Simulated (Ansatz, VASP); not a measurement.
# V: VASP beside Ansatz

```
V
1.0
     0.00000    1.93958    1.93958
     1.93958    0.00000    1.93958
     1.93958    1.93958    0.00000
V
1
Direct
  0.00000 0.00000 0.00000
```

Change from the starting cell: volume scaled by 1.05.

Alike in both runs: task single point; functional PBE; k mesh 19 × 19 × 19; occupations fermi-dirac, width 0.05 eV; collinear spin.

|  | VASP | Ansatz |
| --- | --- | --- |
| version | VASP 6.6.1 | Ansatz 0.2.0 |
| potentials or method | VASP PAW PBE potentials, release 64 (V_sv), cutoff 520 eV | all-electron LAPW, scalar-relativistic |

VASP gave:

```
pressure (GPa)           : -7.6
net moment per atom (μB) : 0.00
```

Q: What did Ansatz give for the same quantities?

A: Pressure (GPa): -7.8; net moment per atom (μB): 0.00.

Ansatz ran all-electron here, and VASP with PAW potentials. Ansatz's warnings: seeded moment not kept.
